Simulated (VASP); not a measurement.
Write the native input for VASP 6.6.1 that does the following.

- Task: single point
- Functional: LDA
- Potentials or basis: VASP PAW LDA potentials, release 64 (Co)
- Cutoff: 520 eV
- k mesh: 24 × 24 × 12
- Occupations: gaussian, width 0.15 eV
- Spin: collinear spin, ferromagnetic start
- Starting moments: [0.55, 0.55] μB
- Fixed moment: 1.1 μB
- Dipole correction: no
- Further INCAR settings: ALGO = Fast; EDIFF = 1e-06; NBANDS = 20

The structure of Co lies in POSCAR:

```
Co
1.0
    2.4287596817      0.0000000000      0.0000000000
   -1.2143798408      2.1033675840      0.0000000000
    0.0000000000      0.0000000000      3.9177515245
Co
2
Direct
    0.6666666667      0.3333333333      0.2500000000
    0.3333333333      0.6666666667      0.7500000000
```

These files were run (other wordings do the same):

INCAR

```
SYSTEM = Co
PREC = Accurate
ENCUT = 520
EDIFF = 1E-6
ISMEAR = 0
SIGMA = 0.15
LREAL = .False.
LASPH = .True.
NELM = 150
ALGO = Fast
ISIF = 2
LWAVE = .False.
LCHARG = .True.
ISPIN = 2
MAGMOM = 0.55 0.55
LORBIT = 11
NUPDOWN = 1.1
LMAXMIX = 4
LELF = .True.
LVHAR = .True.
NBANDS = 20
```

KPOINTS

```
regular mesh
0
Gamma
  24 24 12
  0 0 0
```

Potentials or basis: VASP PAW LDA potentials, release 64 (Co).

Run with:

```sh
$ cat potpaw_LDA.64/Co/POTCAR > POTCAR
$ mpirun -np 1 vasp_std > vasp.out
```

It gave:

```json
{
 "Pressure": "-10.5 GPa",
 "Net moment": "1.10 μB per cell",
 "Site moments": "Co +0.55 μB",
 "Valence electrons inside the program's atomic spheres": "Co 8.45"
}
```

Caveat: the total moment is fixed, so each spin has its own Fermi level.

Wall time 3.9 min on 1 thread of Oxide Virtual Turin-like Processor, with other jobs on the host, peak memory 0.28 GiB.
